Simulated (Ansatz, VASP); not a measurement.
## Se: VASP beside Ansatz

File INCAR:

```
SYSTEM = Se
ALGO     = Normal         ! electronic algorithm
EDIFF    = 1E-6           ! SCF threshold, eV
ENCUT    = 520            ! plane-wave cutoff, eV
ISIF     = 2              ! what is computed and relaxed
ISMEAR   = -1             ! smearing method
LASPH    = .True.         ! aspherical terms in the spheres
LCHARG   = .True.         ! write CHGCAR
LELF     = .True.         ! ELF
LREAL    = .False.        ! projectors in reciprocal space
LVHAR    = .True.       
LWAVE    = .False.        ! write WAVECAR
NBANDS   = 9              ! bands
NELM     = 60             ! most SCF steps
PREC     = Accurate       ! precision mode
SIGMA    = 0.1            ! smearing width, eV
```

File KPOINTS:

```
k-points
0
Gamma
  15 15 15
  0 0 0
```

Contents of POSCAR:

```
Se
1.0
   -1.7005503304      1.7005503304      1.7005503304
    1.7005503304     -1.7005503304      1.7005503304
    1.7005503304      1.7005503304     -1.7005503304
Se
1
Direct
    0.0000000000      0.0000000000      0.0000000000
```

Input for Ansatz:

```yaml
crystal:
  lattice:
    - [-1.7005503304, 1.7005503304, 1.7005503304]
    - [1.7005503304, -1.7005503304, 1.7005503304]
    - [1.7005503304, 1.7005503304, -1.7005503304]
  atoms:
    - { symbol: Se, position: [0.0, 0.0, 0.0] }
hamiltonian:
  xc: lda
  pseudopotentials:
    kind: paw
    azcp:
      Se: "pseudopotentials/Se.paw.azcp"
basis:
  ecutwfc: 420
  fft_grid_basis: typed
kpoints:
  mp_grid: { grid: [15, 15, 15], shift: [0, 0, 0] }
magnetization:
  spin_polarized: false
scf:
  occupations: { method: fermi_dirac, width: 0.1 }
  lower_state_search: "off"
output:
  stress: true
```

Alike in both runs: task single point; functional LDA; k mesh 15 × 15 × 15; occupations fermi-dirac, width 0.1 eV; no spin polarisation.

|  | VASP | Ansatz |
| --- | --- | --- |
| version | VASP 6.6.1 | Ansatz 0.2.0 |
| potentials or method | VASP PAW LDA potentials, release 64 (Se), cutoff 520 eV | plane waves (420 eV) with PAW, scalar-relativistic |
| valence electrons in the cell | 6 | 16 |

VASP gave:

| Quantity | Value |
| --- | --- |
| pressure (GPa) | -2.7 |

Q: What did Ansatz give for the same quantities?

A: Pressure (GPa): -2.9.

Ansatz warns that its potentials were made for another functional, while VASP's fit it. LDA's correlation is that of Perdew and Zunger in VASP and of Perdew and Wang (1992) in Ansatz. VASP's potentials hold 6 valence electrons a cell and Ansatz's 16, so a difference there can come from the potentials and not from the codes.
